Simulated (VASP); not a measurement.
# Al5N (P6/mmm) in VASP: a series of runs, part 2 of 2

VASP 6.6.1.

## 3. Relaxation of cell and atoms, PBE

INCAR reads:

```
SYSTEM = Al5N
PREC = Accurate ; ENCUT = 600
EDIFF = 1E-6 ; ISMEAR = 0
SIGMA = 0.1 ; LREAL = .FALSE.
LASPH = .TRUE. ; NELM = 80
ALGO = Normal ; ISIF = 3
LWAVE = .FALSE. ; LCHARG = .FALSE.
GGA = PE ; IBRION = 2
NSW = 100 ; EDIFFG = -0.01
```

KPOINTS reads:

```
Automatic mesh
0
G
  12 12 8
  0 0 0
```

POSCAR reads:

```
Al5N
1.0
    4.5443930236      0.0000000000      0.0000000000
   -2.2721965118      3.9355598032      0.0000000000
    0.0000000000      0.0000000000      5.3294872288
Al N
5 1
Direct
    0.6666666667      0.3333333333      0.7456206784
    0.0000000000      0.0000000000      0.0000000000
    0.6666666667      0.3333333333      0.2543793216
    0.3333333333      0.6666666667      0.2543793216
    0.3333333333      0.6666666667      0.7456206784
    0.0000000000      0.0000000000      0.5000000000
```

Potentials or basis: VASP PAW PBE potentials, release 64 (Al, N).

The run is started by

```sh
$ cat potpaw_PBE.64/Al/POTCAR potpaw_PBE.64/N/POTCAR > POTCAR
$ mpirun -np 1 vasp_std > vasp.out
```

OUTCAR:

```text
SYSTEM = Al5N
   PREC = Accurate
   ENCUT = 600
   EDIFF = 1E-6
   ISMEAR = 0
   LREAL = .FALSE.
   LASPH = .TRUE.
   NELM = 80
   ISIF = 3
   GGA = PE
   IBRION = 2
   NSW = 100
   EDIFFG = -0.01

 ion  position               nearest neighbor table
   1  0.667  0.333  0.746-   3 2.62   5 2.62   5 2.62   5 2.62   3 2.71   2 2.95   2 2.95   2 2.95

   2  0.000  0.000  0.000-   1 2.95   3 2.95   4 2.95   5 2.95   4 2.95   5 2.95   1 2.95   3 2.95
                             1 2.95   3 2.95   4 2.95   5 2.95
   3  0.667  0.333  0.254-   1 2.62   4 2.62   4 2.62   4 2.62   1 2.71   2 2.95   2 2.95   2 2.95

   4  0.333  0.667  0.254-   5 2.62   3 2.62   3 2.62   3 2.62   5 2.71   2 2.95   2 2.95   2 2.95

   5  0.333  0.667  0.746-   4 2.62   1 2.62   1 2.62   1 2.62   4 2.71   2 2.95   2 2.95   2 2.95

   6  0.000  0.000  0.500-

  LATTYP: Found a hexagonal cell.
 ALAT       =     4.5443930236
 C/A-ratio  =     1.1727610709

  Lattice vectors:

 A1 = (   4.5443930236,   0.0000000000,   0.0000000000)
 A2 = (  -2.2721965118,   3.9355598032,   0.0000000000)
 A3 = (   0.0000000000,   0.0000000000,   5.3294872288)

Analysis of symmetry for initial positions (statically):
=====================================================================
 Subroutine PRICEL returns:
 Original cell was already a primitive cell.

 Routine SETGRP: Setting up the symmetry group for a
 hexagonal supercell.

 Subroutine GETGRP returns: Found 24 space group operations
 (whereof 24 operations were pure point group operations)
 out of a pool of 24 trial point group operations.

The static configuration has the point symmetry D_6h.

Analysis of symmetry for dynamics (positions and initial velocities):
=====================================================================
 Subroutine PRICEL returns:
 Original cell was already a primitive cell.

 Routine SETGRP: Setting up the symmetry group for a
 hexagonal supercell.

 Subroutine GETGRP returns: Found 24 space group operations
 (whereof 24 operations were pure point group operations)
 out of a pool of 24 trial point group operations.

The dynamic configuration has the point symmetry D_6h.

 Subroutine INISYM returns: Found 24 space group operations
 (whereof 24 operations are pure point group operations),
 and found     1 'primitive' translations

----------------------------------------------------------------------------------------

                                     Primitive cell

  volume of cell :      95.3164

  direct lattice vectors                    reciprocal lattice vectors
     4.544393024  0.000000000  0.000000000     0.220051390  0.127046729  0.000000000
    -2.272196512  3.935559803  0.000000000     0.000000000  0.254093458  0.000000000
     0.000000000  0.000000000  5.329487229     0.000000000  0.000000000  0.187635312

  length of vectors
     4.544393024  4.544393024  5.329487229     0.254093458  0.254093458  0.187635312

  position of ions in fractional coordinates (direct lattice)
[... 70 lines left out ...]
   number of dos      NEDOS =    301   number of ions     NIONS =      6
   total plane-waves  NPLWV =  62208
   dimension x,y,z NGX =    36 NGY =   36 NGZ =   48
   dimension x,y,z NGXF=    72 NGYF=   72 NGZF=   96
   ions per type =               5   1
   NGX,Y,Z   is equivalent  to a cutoff of  13.17, 13.17, 14.97 a.u.
   NGXF,Y,Z  is equivalent  to a cutoff of  26.34, 26.34, 29.95 a.u.
 SYSTEM =  Al5N
   PREC   = accura    normal or accurate (medium, high low for compatibility)
   ISTART =      0    job   : 0-new  1-cont  2-samecut
   ICHARG =      2    charge: 1-file 2-atom 10-const
   ISPIN  =      1    spin polarized calculation?
   LNONCOLLINEAR =      F non collinear calculations
   LSORBIT =      F    spin-orbit coupling
   LASPH  =      T    aspherical Exc in radial PAW
   ENCUT  =  600.0 eV  44.10 Ry    6.64 a.u.   9.08  9.08 10.64*2*pi/ulx,y,z
   NELM   =     80;   NELMIN=  2; NELMDL= -5     # of ELM steps
   EDIFF  = 0.1E-05   stopping-criterion for ELM
   LREAL  =      F    real-space projection
   EDIFFG = -.1E-01   stopping-criterion for IOM
   NSW    =    100    number of steps for IOM
   IBRION =      2    ionic relax: 0-MD 1-quasi-New 2-CG
   NFREE  =      1    steps in history (QN), initial steepest desc. (CG)
   ISIF   =      3    stress and relaxation
   ISYM   =      2    0-nonsym 1-usesym 2-fastsym
   POTIM  = 0.5000    time-step for ionic-motion
   TEBEG  =    0.0;   TEEND  =   0.0 temperature during run
   PSTRESS=    0.0 pullay stress
   NELECT =      20.0000    total number of electrons
   NUPDOWN=      -1.0000    fix difference up-down
   EMIN   =  10.00;   EMAX   =-10.00  energy-range for DOS
   EFERMI =   0.00;   METHOD = LEGACY
   ISMEAR =     0;   SIGMA  =   0.10  broadening in eV -4-tet -1-fermi 0-gaus
   EFERMI_NEDOS =   21; number of points for ismear=-14 and -15
   IALGO  =     38    algorithm
   IMIX   =      4    mixing-type and parameters
     AMIX     =   0.40;   BMIX     =  1.00
     AMIX_MAG =   1.60;   BMIX_MAG =  1.00
  volume/ion in A,a.u.               =      15.89       107.20
  Fermi-wavevector in a.u.,A,eV,Ry     =   0.972812  1.838348 12.876051  0.946363
  Thomas-Fermi vector in A             =   2.103141
   LORBIT       =      0    0 simple, 1 ext, 2 COOP (PROOUT), +10 PAW based schemes
   GGA     = PE    functional components
   LHFCALC =     F    Hartree Fock is set to
   AEXX    =    0.0000 exact exchange contribution
   IVDW    =     0    specifies the selected vdW correction
   LEPSILON=     F    determine dielectric tensor
   LRPA    =     F    only Hartree local field effects (RPA)
 conjugate gradient relaxation of ions
 non-spin polarized calculation
 Gauss-broadening in eV      SIGMA  =   0.10
  energy-cutoff  :      600.00
  volume of cell :       95.32
 maximum number of plane-waves:      3228
   NGX = 19   NGY = 19   NGZ = 21

--------------------------------------- Ionic step        1  -------------------------------------------

 number of electron      20.0000000 magnetization

 Free energy of the ion-electron system (eV)
  ---------------------------------------------------
  ext. energy  EPLUGINS =         0.00000000
  ---------------------------------------------------
  free energy    TOTEN  =       -22.55879723 eV

  energy without entropy =      -22.53990680  energy(sigma->0) =      -22.54935201

------------------------ aborting loop because EDIFF is reached ----------------------------------------

  FORCE on cell =-STRESS in cart. coord.  units (eV):
  Direction    XX          YY          ZZ          XY          YZ          ZX
  --------------------------------------------------------------------------------------
  -------------------------------------------------------------------------------------
  Total        0.3942574      0.3942574     -0.6255018      0.0000000     -0.0000000      0.0000000
  in kB        6.6270853      6.6270853    -10.5140812      0.0000000     -0.0000000      0.0000000
  external PRESSURE =       0.9133631 kB  Pullay stress =       0.0000000 kB
[... 227 lines left out ...]
--------------------------------------- Ionic step        7  -------------------------------------------

 number of electron      20.0000000 magnetization

 Free energy of the ion-electron system (eV)
  ---------------------------------------------------
  ext. energy  EPLUGINS =         0.00000000
  ---------------------------------------------------
  free energy    TOTEN  =       -22.56905122 eV

  energy without entropy =      -22.54978654  energy(sigma->0) =      -22.55941888

 E-fermi :   6.9624     XC(G=0): -10.1382

 val. band max:        6.9573387884   @ k =   0.0000   0.0000   0.3750
 cond. band min:       6.9635205787   @ k =   0.0833  -0.0000   0.5000
 fundamental gap:      0.0061817903
 Fermi energy:         6.9624368374

 k-point     1 :       0.0000    0.0000    0.0000
  band No.  band energies     occupation
      1      -6.4965      2.00000
      2      -2.2467      2.00000
      3       1.0875      2.00000
      4       2.6666      2.00000
      5       4.0368      2.00000
      6       4.0368      2.00000
      7       4.9704      2.00000
      8       4.9704      2.00000
      9       5.4193      2.00000
     10       6.5872      2.00000
     11       7.7081      0.00000
     12       7.7081      0.00000
     13       8.4506      0.00000
     14       8.8505      0.00000
[... 377 lines left out ...]
      1      -6.1998      2.00000
      2      -1.8636      2.00000
      3       0.5826      2.00000
      4       1.7413      2.00000
      5       2.7985      2.00000
      6       3.1860      2.00000
      7       3.9909      2.00000
      8       5.6471      2.00000
      9       5.7525      2.00000
     10       5.9077      2.00000
     11       6.9851      0.74814
     12       7.8878      0.00000
     13       8.1133      0.00000
     14       9.2564      0.00000

 [... further k-points ...]
[... 5 lines left out ...]
  --------------------------------------------------------------------------------------
  -------------------------------------------------------------------------------------
  Total       -0.0169823     -0.0169823     -0.0228751      0.0000000     -0.0000000     -0.0000000
  in kB       -0.2849966     -0.2849966     -0.3838889      0.0000000     -0.0000000     -0.0000000
  external PRESSURE =      -0.3179607 kB  Pullay stress =       0.0000000 kB
[... 21 lines left out ...]
  FREE ENERGIE OF THE ION-ELECTRON SYSTEM (eV)
  ---------------------------------------------------
  free  energy   TOTEN  =       -22.5690512178 eV

  energy  without entropy=      -22.5497865373  energy(sigma->0) =      -22.55941888

 reached required accuracy - stopping structural energy minimisation
```

It took 8.2 min on 1 thread of Intel Xeon Platinum 8259CL at 2.50GHz (Skylake/Cascade Lake), shared host; peak memory 0.33 GiB.

What came out:

```
Free energy                           : -22.5691 eV
Relaxed volume                        : 15.91 Å³/atom
Relaxed cell                          : a = 4.590 Å, b = 4.590 Å, c = 5.233 Å, α = 90.00°, β = 90.00°, γ = 120.00°
Space group after relaxing (to 0.1 Å) : P6/mmm (No. 191)
Energy gained by relaxing             : 1.7 meV/atom
Ionic steps                           : 7
Pressure after relaxing               : 0.0 GPa
Largest force after relaxing          : 0.003 eV/Å
```

Forces on the atoms (eV/Å):
```
Al   0.000  0.000 -0.003
Al   0.000  0.000  0.000
Al   0.000  0.000  0.003
Al   0.000  0.000  0.003
Al   0.000  0.000 -0.003
N    0.000  0.000  0.000
```

The path:
```
step  energy change (eV)  largest force (eV/Å)  pressure (GPa)  volume (Å³)
   1              0.0000                0.0922            0.09        95.32
   2             -0.0056                0.0133           -0.01        95.44
   3             -0.0079                0.0825           -0.11        95.58
   4             -0.0096                0.0508           -0.01        95.43
   5             -0.0102                0.0130            0.12        95.27
   6             -0.0102                0.0153            0.09        95.28
   7             -0.0103                0.0034           -0.03        95.47
```

Final structure:
```
Al N
1.0
     4.58964    0.00000    0.00000
    -2.29482    3.97474    0.00000
     0.00000    0.00000    5.23336
Al N
5 1
Cartesian
  2.2948 1.3249 3.9008
  4.5896 0.0000 0.0000
  2.2948 1.3249 1.3326
  0.0000 2.6498 1.3326
  0.0000 2.6498 3.9008
  4.5896 0.0000 2.6167
```

Levels at points of the mesh, in eV from the Fermi level:
```csv
k point,band 8,band 9,band 10,band 11,band 12,band 13
"(0.00, 0.00, 0.00)",-1.99,-1.54,-0.38,0.75,0.75,1.49
"(0.50, 0.00, 0.00)",-3.15,-0.74,-0.72,0.07,0.68,0.74
"(0.00, 0.00, 0.50)",-1.02,-0.60,-0.60,-0.47,-0.47,-0.43
"(0.50, 0.00, 0.50)",-2.99,-0.04,0.27,0.70,1.53,2.65
```

Caveat: the highest band is partly filled, so the run has too few bands.
